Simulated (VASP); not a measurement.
# Si2As (Pmmn) in VASP: further runs

Si2As is run at these levels: PBE; tasks: single point.

All numbers are computed with VASP 6.6.1; they aren't measurements. Logs are shortened: lines on timing, memory, paths and dates and some standing lists are left out, and cuts for length are marked.

## Step 1: The cell of the first run

The structure is orthorhombic, space group Pmmn (No. 59). Conventional cell: a = 3.586 Å, b = 5.815 Å, c = 5.064 Å, α = 90.00°, β = 90.00°, γ = 90.00°. Si (site symmetry m) has 3 Si at 2.22 to 2.38 Å and 4 As at 2.71 to 2.82 Å within 2.9 Å. As (site symmetry mm2) has 8 Si at 2.71 to 2.82 Å and 6 As at 3.59 to 3.74 Å within 3.8 Å.

## Step 2: Single point, PBE

Contents of INCAR:

```
SYSTEM = Si2As
PREC     = Accurate       ! precision mode
ENCUT    = 520            ! plane-wave cutoff, eV
EDIFF    = 1E-6           ! SCF threshold, eV
ISMEAR   = 0              ! smearing method
SIGMA    = 0.1            ! smearing width, eV
LREAL    = .FALSE.        ! projectors in reciprocal space
LASPH    = .TRUE.         ! aspherical terms in the spheres
NELM     = 100            ! most SCF steps
ALGO     = Normal         ! electronic algorithm
ISIF     = 2              ! what is computed and relaxed
LWAVE    = .FALSE.        ! write WAVECAR
LCHARG   = .TRUE.         ! write CHGCAR
GGA      = PE             ! functional
LELF     = .TRUE.         ! ELF
LVHAR    = .TRUE.       
NBANDS   = 22             ! bands
```

Contents of KPOINTS:

```
regular mesh
0
G
  6 4 4
  0 0 0
```

Contents of POSCAR:

```
Si2As
1.0
    3.5864030888      0.0000000000      0.0000000000
    0.0000000000      5.8146046588      0.0000000000
    0.0000000000      0.0000000000      5.0635254779
Si As
4 2
Direct
    0.0000000000      0.8090000000      0.3610000000
    0.0000000000      0.1910000000      0.3610000000
    0.5000000000      0.3090000000      0.6390000000
    0.5000000000      0.6910000000      0.6390000000
    0.0000000000      0.0000000000      0.8492000000
    0.5000000000      0.5000000000      0.1508000000
```

Potentials or basis: VASP PAW PBE potentials, release 64 (Si, As).

Command:

```console
> cat potpaw_PBE.64/Si/POTCAR potpaw_PBE.64/As/POTCAR > POTCAR
> mpirun -np 1 vasp_std > vasp.out
```

OUTCAR:

```text
SYSTEM = Si2As
   PREC = Accurate
   ENCUT = 520
   EDIFF = 1E-6
   ISMEAR = 0
   LREAL = .FALSE.
   LASPH = .TRUE.
   NELM = 100
   ISIF = 2
   GGA = PE

 ion  position               nearest neighbor table
   1  0.000  0.809  0.361-   2 2.22   4 2.38   4 2.38   5 2.71   6 2.75   6 2.75   5 2.82
   2  0.000  0.191  0.361-   1 2.22   3 2.38   3 2.38   5 2.71   6 2.75   6 2.75   5 2.82
   3  0.500  0.309  0.639-   4 2.22   2 2.38   2 2.38   6 2.71   5 2.75   5 2.75   6 2.82
   4  0.500  0.691  0.639-   3 2.22   1 2.38   1 2.38   6 2.71   5 2.75   5 2.75   6 2.82
   5  0.000  0.000  0.849-   1 2.71   2 2.71   3 2.75   4 2.75   3 2.75   4 2.75   1 2.82   2 2.82

   6  0.500  0.500  0.151-   3 2.71   4 2.71   1 2.75   2 2.75   1 2.75   2 2.75   3 2.82   4 2.82

  LATTYP: Found a simple orthorhombic cell.
 ALAT       =     3.5864030888
 B/A-ratio  =     1.4118673647
 C/A-ratio  =     1.6212914485

  Lattice vectors:

 A1 = (  -3.5864030888,   0.0000000000,   0.0000000000)
 A2 = (   0.0000000000,   0.0000000000,   5.0635254779)
 A3 = (   0.0000000000,   5.8146046588,   0.0000000000)

Analysis of symmetry for initial positions (statically):
=====================================================================
 Subroutine PRICEL returns:
 Original cell was already a primitive cell.

 Routine SETGRP: Setting up the symmetry group for a
 simple orthorhombic supercell.

 Subroutine GETGRP returns: Found  8 space group operations
 (whereof  4 operations were pure point group operations)
 out of a pool of  8 trial point group operations.

The static configuration has the point symmetry C_2v.
 The point group associated with its full space group is D_2h.

Analysis of symmetry for dynamics (positions and initial velocities):
=====================================================================
 Subroutine PRICEL returns:
 Original cell was already a primitive cell.

 Routine SETGRP: Setting up the symmetry group for a
 simple orthorhombic supercell.

 Subroutine GETGRP returns: Found  8 space group operations
 (whereof  4 operations were pure point group operations)
 out of a pool of  8 trial point group operations.

The dynamic configuration has the point symmetry C_2v.
 The point group associated with its full space group is D_2h.

 Subroutine INISYM returns: Found  8 space group operations
 (whereof  4 operations are pure point group operations),
 and found     1 'primitive' translations

----------------------------------------------------------------------------------------

                                     Primitive cell

  volume of cell :     105.5923

  direct lattice vectors                    reciprocal lattice vectors
     3.586403089  0.000000000  0.000000000     0.278830900  0.000000000  0.000000000
     0.000000000  5.814604659  0.000000000     0.000000000  0.171980738  0.000000000
     0.000000000  0.000000000  5.063525478     0.000000000  0.000000000  0.197490860

  length of vectors
     3.586403089  5.814604659  5.063525478     0.278830900  0.171980738  0.197490860

  position of ions in fractional coordinates (direct lattice)
     0.000000000  0.809000000  0.361000000
     0.000000000  0.191000000  0.361000000
     0.500000000  0.309000000  0.639000000
     0.500000000  0.691000000  0.639000000
     0.000000000  0.000000000  0.849200000
     0.500000000  0.500000000  0.150800000

  ion indices of the primitive-cell ions
   primitive index   ion index
                 1           1
                 2           2
                 3           3
                 4           4
                 5           5
                 6           6

----------------------------------------------------------------------------------------

 KPOINTS: regular mesh

Automatic generation of k-mesh.
 Grid dimensions read from file:
 generate k-points for:    6    4    4

 Generating k-lattice:

  Cartesian coordinates                     Fractional coordinates (reciprocal lattice)
     0.046471817  0.000000000  0.000000000     0.166666667  0.000000000  0.000000000
     0.000000000  0.042995184  0.000000000     0.000000000  0.250000000  0.000000000
     0.000000000  0.000000000  0.049372715     0.000000000  0.000000000  0.250000000

  Length of vectors
     0.046471817  0.042995184  0.049372715

  Shift w.r.t. Gamma in fractional coordinates (k-lattice)
     0.000000000  0.000000000  0.000000000

 Subroutine IBZKPT returns following result:
 ===========================================

 Found     36 irreducible k-points:

 Following reciprocal coordinates:
            Coordinates               Weight
  0.000000  0.000000  0.000000      1.000000
  0.166667  0.000000  0.000000      2.000000
  0.333333  0.000000  0.000000      2.000000
  0.500000  0.000000  0.000000      1.000000
  0.000000  0.250000  0.000000      2.000000
  0.166667  0.250000  0.000000      4.000000
[... 16 lines left out ...]
  0.333333  0.500000  0.250000      4.000000
  0.500000  0.500000  0.250000      2.000000
 [... further k-points ...]
   k-points           NKPTS =     36   k-points in BZ     NKDIM =     36   number of bands    NBANDS=     22
   number of dos      NEDOS =    301   number of ions     NIONS =      6
   total plane-waves  NPLWV =  53760
   dimension x,y,z NGX =    28 NGY =   48 NGZ =   40
   dimension x,y,z NGXF=    56 NGYF=   96 NGZF=   80
   ions per type =               4   2
   NGX,Y,Z   is equivalent  to a cutoff of  12.98, 13.72, 13.13 a.u.
   NGXF,Y,Z  is equivalent  to a cutoff of  25.96, 27.45, 26.27 a.u.
 SYSTEM =  Si2As
   PREC   = accura    normal or accurate (medium, high low for compatibility)
   ISTART =      0    job   : 0-new  1-cont  2-samecut
   ICHARG =      2    charge: 1-file 2-atom 10-const
   ISPIN  =      1    spin polarized calculation?
   LNONCOLLINEAR =      F non collinear calculations
   LSORBIT =      F    spin-orbit coupling
   LASPH  =      T    aspherical Exc in radial PAW
   ENCUT  =  520.0 eV  38.22 Ry    6.18 a.u.   6.67 10.81  9.41*2*pi/ulx,y,z
   NELM   =    100;   NELMIN=  2; NELMDL= -5     # of ELM steps
   EDIFF  = 0.1E-05   stopping-criterion for ELM
   LREAL  =      F    real-space projection
   EDIFFG = 0.1E-04   stopping-criterion for IOM
   NSW    =      0    number of steps for IOM
   IBRION =     -1    ionic relax: 0-MD 1-quasi-New 2-CG
   NFREE  =      0    steps in history (QN), initial steepest desc. (CG)
   ISIF   =      2    stress and relaxation
   ISYM   =      2    0-nonsym 1-usesym 2-fastsym
   POTIM  = 0.5000    time-step for ionic-motion
   TEBEG  =    0.0;   TEEND  =   0.0 temperature during run
   PSTRESS=    0.0 pullay stress
   NELECT =      26.0000    total number of electrons
   NUPDOWN=      -1.0000    fix difference up-down
   EMIN   =  10.00;   EMAX   =-10.00  energy-range for DOS
   EFERMI =   0.00;   METHOD = LEGACY
   ISMEAR =     0;   SIGMA  =   0.10  broadening in eV -4-tet -1-fermi 0-gaus
   EFERMI_NEDOS =   21; number of points for ismear=-14 and -15
   IALGO  =     38    algorithm
   IMIX   =      4    mixing-type and parameters
     AMIX     =   0.40;   BMIX     =  1.00
     AMIX_MAG =   1.60;   BMIX_MAG =  1.00
  volume/ion in A,a.u.               =      17.60       118.76
  Fermi-wavevector in a.u.,A,eV,Ry     =   1.026097  1.939043 14.325241  1.052876
  Thomas-Fermi vector in A             =   2.159972
   LORBIT       =      0    0 simple, 1 ext, 2 COOP (PROOUT), +10 PAW based schemes
   GGA     = PE    functional components
   LHFCALC =     F    Hartree Fock is set to
   AEXX    =    0.0000 exact exchange contribution
   IVDW    =     0    specifies the selected vdW correction
   LEPSILON=     F    determine dielectric tensor
   LRPA    =     F    only Hartree local field effects (RPA)
 non-spin polarized calculation
 Gauss-broadening in eV      SIGMA  =   0.10
  energy-cutoff  :      520.00
  volume of cell :      105.59
 maximum number of plane-waves:      2879
 NGX is ok and might be reduce to    28
   NGX = 13   NGY = 21   NGZ = 19

 number of electron      26.0000001 magnetization

 Free energy of the ion-electron system (eV)
  ---------------------------------------------------
  ext. energy  EPLUGINS =         0.00000000
  ---------------------------------------------------
  free energy    TOTEN  =       -27.59103309 eV

  energy without entropy =      -27.57416379  energy(sigma->0) =      -27.58259844

 E-fermi :   7.4537     XC(G=0): -10.4116

 val. band max:        7.4510161683   @ k =   0.0000   0.0000   0.2500
 cond. band min:       7.4746001096   @ k =   0.0000   0.2500   0.2500
 fundamental gap:      0.0235839413
 Fermi energy:         7.4537075950

 k-point     1 :       0.0000    0.0000    0.0000
  band No.  band energies     occupation
      1      -7.0125      2.00000
      2      -4.2010      2.00000
      3      -2.3330      2.00000
      4      -1.1588      2.00000
      5      -0.7092      2.00000
      6       2.4996      2.00000
[... 14 lines left out ...]
     21      13.0655      0.00000
     22      13.4948      0.00000

 k-point     2 :       0.1667    0.0000    0.0000
  band No.  band energies     occupation
      1      -6.7426      2.00000
      2      -4.0899      2.00000
      3      -2.0256      2.00000
      4      -0.9456      2.00000
      5      -0.6179      2.00000
      6       2.3647      2.00000
[... 14 lines left out ...]
     21      12.6199      0.00000
     22      13.5673      0.00000

 k-point     3 :       0.3333    0.0000    0.0000
  band No.  band energies     occupation
      1      -5.9702      2.00000
      2      -4.0870      2.00000
      3      -1.1085      2.00000
      4      -0.6604      2.00000
      5      -0.4528      2.00000
      6       1.4461      2.00000
[... 14 lines left out ...]
     21      13.9048      0.00000
     22      14.2613      0.00000

 k-point     4 :       0.5000    0.0000    0.0000
  band No.  band energies     occupation
      1      -4.8784      2.00000
      2      -4.8784      2.00000
      3      -0.4418      2.00000
      4      -0.4418      2.00000
      5       0.4013      2.00000
      6       0.4013      2.00000
[... 14 lines left out ...]
     21      13.7175      0.00000
     22      13.7175      0.00000

 k-point     5 :       0.0000    0.2500    0.0000
  band No.  band energies     occupation
      1      -6.7736      2.00000
      2      -5.0124      2.00000
      3      -1.7765      2.00000
      4      -1.0978      2.00000
      5       0.0415      2.00000
      6       1.4263      2.00000
[... 417 lines left out ...]
 k-point    22 :       0.1667    0.5000    0.2500
  band No.  band energies     occupation
      1      -5.5677      2.00000
      2      -5.5677      2.00000
      3      -2.3531      2.00000
      4      -2.3531      2.00000
      5       1.6700      2.00000
      6       1.6700      2.00000
[... 14 lines left out ...]
     21      11.8914      0.00000
     22      11.8914      0.00000

 k-point    23 :       0.3333    0.5000    0.2500
  band No.  band energies     occupation
      1      -4.9305      2.00000
      2      -4.9305      2.00000
      3      -1.7741      2.00000
      4      -1.7741      2.00000
      5       0.0035      2.00000
      6       0.0035      2.00000
[... 14 lines left out ...]
     21      12.7449      0.00000
     22      12.7449      0.00000

 k-point    24 :       0.5000    0.5000    0.2500
  band No.  band energies     occupation
      1      -4.4570      2.00000
      2      -4.4570      2.00000
      3      -1.2371      2.00000
      4      -1.2371      2.00000
      5      -1.0943      2.00000
      6      -1.0943      2.00000
[... 14 lines left out ...]
     21      12.8832      0.00000
     22      12.8832      0.00000

 [... further k-points ...]

------------------------ aborting loop because EDIFF is reached ----------------------------------------

  FORCE on cell =-STRESS in cart. coord.  units (eV):
  Direction    XX          YY          ZZ          XY          YZ          ZX
  --------------------------------------------------------------------------------------
  -------------------------------------------------------------------------------------
  Total        1.8080575      9.5551272      4.5825342      0.0000000      0.0000000      0.0000000
  in kB       27.4340884    144.9822266     69.5318850      0.0000000      0.0000000      0.0000000
  external PRESSURE =      80.6494000 kB  Pullay stress =       0.0000000 kB

 VOLUME and BASIS-vectors are now :
 -----------------------------------------------------------------------------
  energy-cutoff  :      520.00
  volume of cell :      105.59
      direct lattice vectors                 reciprocal lattice vectors
     3.586403089  0.000000000  0.000000000     0.278830900  0.000000000  0.000000000
     0.000000000  5.814604659  0.000000000     0.000000000  0.171980738  0.000000000
     0.000000000  0.000000000  5.063525478     0.000000000  0.000000000  0.197490860

 POSITION                                       TOTAL-FORCE (eV/Angst)
 -----------------------------------------------------------------------------------
      0.00000      4.70402      1.82793         0.000000     -1.692878     -0.489777
      0.00000      1.11059      1.82793         0.000000      1.692878     -0.489777
      1.79320      1.79671      3.23559         0.000000     -1.692878      0.489777
      1.79320      4.01789      3.23559         0.000000      1.692878      0.489777
      0.00000      0.00000      4.29995         0.000000      0.000000      0.645937
      1.79320      2.90730      0.76358         0.000000      0.000000     -0.645937
 -----------------------------------------------------------------------------------
    total drift:                               -0.000000      0.000000     -0.000000

  FREE ENERGIE OF THE ION-ELECTRON SYSTEM (eV)
  ---------------------------------------------------
  free  energy   TOTEN  =       -27.5910330881 eV

  energy  without entropy=      -27.5741637873  energy(sigma->0) =      -27.58259844
```

It took 67 s on 1 thread of Intel Xeon Platinum 8559C (Emerald Rapids), shared host; peak memory 0.25 GiB.

Results:

```yaml
Free_energy: -27.5910 eV
Pressure: 8.1 GPa
Largest_force: 1.762 eV/Å
Band_gap_on_the_k_mesh: zero (bands 13 and 14 overlap by 2.45 eV)
```

Forces in eV/Å, atoms in the order of the input:
```
Si   0.000 -1.693 -0.490
Si   0.000  1.693 -0.490
Si   0.000 -1.693  0.490
Si   0.000  1.693  0.490
As   0.000  0.000  0.646
As   0.000  0.000 -0.646
```

Stress tensor (GPa, compression positive):
```
 2.74  0.00  0.00
 0.00 14.50  0.00
 0.00  0.00  6.95
```

Caveat: the stress differs along the axes, from 3 to 14 GPa; forces of over 1 eV/Å act on the atoms, so gaps and moduli don't describe the material at rest.

[end of part 1 of 2]

The gap in the log of VASP goes by the Fermi energy; the results here count the filled bands.